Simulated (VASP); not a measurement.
Set up this calculation in VASP 6.6.1, as the native input.

- Task: single point
- Functional: revPBE
- Potentials or basis: VASP PAW PBE potentials, release 64 (Ga_d)
- Cutoff: 520 eV
- k mesh: 15 × 15 × 9
- Occupations: fermi-dirac, width 0.1 eV
- Spin: no spin polarisation
- Dipole correction: no
- Further INCAR settings: ALGO = Normal; EDIFF = 1e-06; NBANDS = 20

The structure of Ga lies in POSCAR:

```
Ga
1.0
   -2.4809958985      2.2949295546      1.3721504557
    2.2949295546     -2.4809958985      1.3721504557
    2.9252777095      2.9252777095     -1.7129313054
Ga
2
Direct
    0.9892656099      0.0107343901      0.0000000000
    0.7607343901      0.2392656099      0.5000000000
```

The input as run:

INCAR

```
PREC = Accurate
ENCUT = 520
EDIFF = 1E-6
ISMEAR = -1
SIGMA = 0.1
LREAL = F
LASPH = T
NELM = 60
ALGO = Normal
ISIF = 2
LWAVE = F
LCHARG = F
GGA = RE
NBANDS = 20
```

KPOINTS

```
Automatic mesh
0
Gamma
  15 15 9
```

Potentials or basis: VASP PAW PBE potentials, release 64 (Ga_d).

Launch:

```console
$ cat potpaw_PBE.64/Ga_d/POTCAR > POTCAR
$ mpirun -np 1 vasp_std > vasp.out
```

It gave:

* Pressure: 4.9 GPa
* Largest force: 0.005 eV/Å
* Band gap on the k mesh: zero (bands 13 and 14 overlap by 8.26 eV)

Caveat: the cell stands under pressure; the PAW data sets were made with another functional, which shifts forces and pressure a little.

It took 3.4 min on 1 thread of AMD EPYC 9R45 96-Core Processor (Zen 5) (shared host), peak memory 0.39 GiB.
